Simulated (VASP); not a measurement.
**Ta3N: single point with PBE**

Crystal: Ta3N.

```
Ta N
1.0
     3.02178    0.00000    0.00000
    -1.51089    2.61694    0.00000
     0.00000    0.00000    7.55758
Ta N
3 1
Direct
  0.00000 0.00000 0.50000
  0.33333 0.66667 0.17360
  0.66667 0.33333 0.82640
  0.00000 0.00000 0.00000
```

- Program: VASP 6.6.1
- Task: single point
- Functional: PBE
- Potentials or basis: VASP PAW PBE potentials, release 64 (Ta_pv, N)
- Cutoff: 520 eV
- k mesh: 18 × 18 × 6
- Occupations: gaussian, width 0.1 eV
- Spin: no spin polarisation

| Property | Result |
| --- | --- |
| Pressure | 0.3 GPa |
| Largest force | 0.048 eV/Å |
| Band gap on the k mesh | zero (band 19 reaches 7.07 eV, above the bottom of band 20 at 6.36 eV) |

Forces in eV/Å, atoms in the order of the input:
```
Ta   0.000  0.000  0.000
Ta   0.000  0.000  0.048
Ta   0.000  0.000 -0.048
N    0.000  0.000  0.000
```

Levels at points of the mesh, in eV from the Fermi level:
```csv
k point,band 15,band 16,band 17,band 18,band 19,band 20,band 21,band 22,band 23,band 24
"(0.00, 0.00, 0.00)",-3.58,-1.43,-0.44,-0.44,-0.37,0.32,0.32,0.91,1.86,1.86
"(0.50, 0.00, 0.00)",-3.77,-3.11,-1.16,-0.52,0.14,0.75,0.89,3.55,3.99,4.39
"(0.00, 0.00, 0.50)",-3.79,-1.29,-1.16,-0.24,-0.24,0.58,0.58,1.18,1.31,1.31
"(0.50, 0.00, 0.50)",-3.68,-2.91,-1.31,-1.26,0.16,0.89,1.32,2.44,4.44,4.52
```

Wall time 2.7 min on 1 thread of Intel(R) Xeon(R) 6975P-C (Granite Rapids), with other jobs on the host, peak memory 0.37 GiB.

Caveat: spin-orbit coupling is left out, which moves the levels of the heavy elements.
